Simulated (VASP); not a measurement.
Runs of VASP 6.6.1 on PtSe2 (Sudovikovite). Symmetry: P-3m1, No. 164, trigonal system. The conventional cell has a = 3.724 Å, b = 3.724 Å, c = 5.062 Å, α = 90.00°, β = 90.00°, γ = 120.00°. Pt (site symmetry -3m) has 6 Se at 2.49 Å within 3.3 Å. Within 3.3 Å of Se (site symmetry 3m) lie 3 Pt at 2.49 Å. 

```tsv
smearing	gap on the mesh (eV)	pressure (GPa)	largest force (eV/Å)
fermi-dirac 0.05 eV	none	7.3	0.58
fermi-dirac 0.3 eV	none	7.7	0.67
fermi-dirac 0.2 eV	none	(a)	0.61
fermi-dirac 0.1 eV	none	7.3	0.58
```

Alike in all rows: task single point; level PBE; potentials or basis VASP PAW PBE potentials, release 64 (Pt, Se); no spin polarisation; cell as given; k mesh 9 × 9 × 6; cutoff (eV) 520.

Problem. Fill in the values left out.

Solution. (a) 7.4.

Caveats: spin-orbit coupling is left out, which moves the levels of the heavy elements.

A k mesh can miss the band edges, and the runs leave out spin-orbit coupling on Pt, Se.

A gap of «none» marks levels without a gap at the run's occupations.
